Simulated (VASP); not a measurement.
Wanted: the native input for a VASP 6.6.1 run.

* Task: single point
* Functional: PBE
* Potentials or basis: VASP PAW PBE potentials, release 64 (Be, Cd, S)
* Cutoff: 520 eV
* k mesh: 2 × 2 × 2
* Occupations: gaussian, width 0.15 eV
* Spin: no spin polarisation
* Dipole correction: no
* Further INCAR settings: LREAL = Auto; ALGO = Normal; EDIFF = 1e-06; NBANDS = 56

The structure of Be3CdS4 lies in POSCAR:

```
Be3CdS4
1.0
    7.2830283754      0.0000000000      0.0000000000
    0.0000000000      6.2390521984      0.0000000000
    0.0000000000      0.0000000000      5.9409402718
Be Cd S
6 2 8
Direct
    0.5000000000      0.8158707442     -0.0004620598
    0.7493545618      0.3386667110     -0.0005119163
    0.2506454382      0.3386667110     -0.0005119163
    0.0000000000      0.1841292558      0.4995379402
    0.2493545618      0.6613332890      0.4994880837
    0.7506454382      0.6613332890      0.4994880837
    0.5000000000      0.1618121344      0.5032112401
    0.0000000000      0.8381878656      0.0032112401
    0.5000000000      0.7829184154      0.3572685529
    0.7781139440      0.3528588714      0.3568724957
    0.2218860560      0.3528588714      0.3568724957
    0.5000000000      0.1538929080      0.9272611079
    0.0000000000      0.2170815846      0.8572685529
    0.2781139440      0.6471411286      0.8568724957
    0.7218860560      0.6471411286      0.8568724957
    0.0000000000      0.8461070920      0.4272611079
```

These files were run (other wordings do the same):

INCAR

```
SYSTEM = Be3CdS4
PREC = Accurate
ENCUT = 520
EDIFF = 1E-6
ISMEAR = 0
SIGMA = 0.15
LREAL = Auto
LASPH = .True.
NELM = 80
ALGO = Normal
ISIF = 2
LWAVE = .False.
LCHARG = .False.
GGA = PE
NBANDS = 56
```

KPOINTS

```
regular mesh
0
Gamma
  2 2 2
  0 0 0
```

Potentials or basis: VASP PAW PBE potentials, release 64 (Be, Cd, S).

Run with:

```console
$ cat potpaw_PBE.64/Be/POTCAR potpaw_PBE.64/Cd/POTCAR potpaw_PBE.64/S/POTCAR > POTCAR
$ mpirun -np 1 vasp_std > vasp.out
```

Results of the run:

* Pressure: 0.1 GPa
* Largest force: 0.073 eV/Å
* Band gap on the k mesh: 3.23 eV

Caveat: the k points lie up to 0.53 Å⁻¹ apart.

Wall time 4.1 min on 1 thread of AMD EPYC 7R13, on a shared host, peak memory 0.35 GiB.
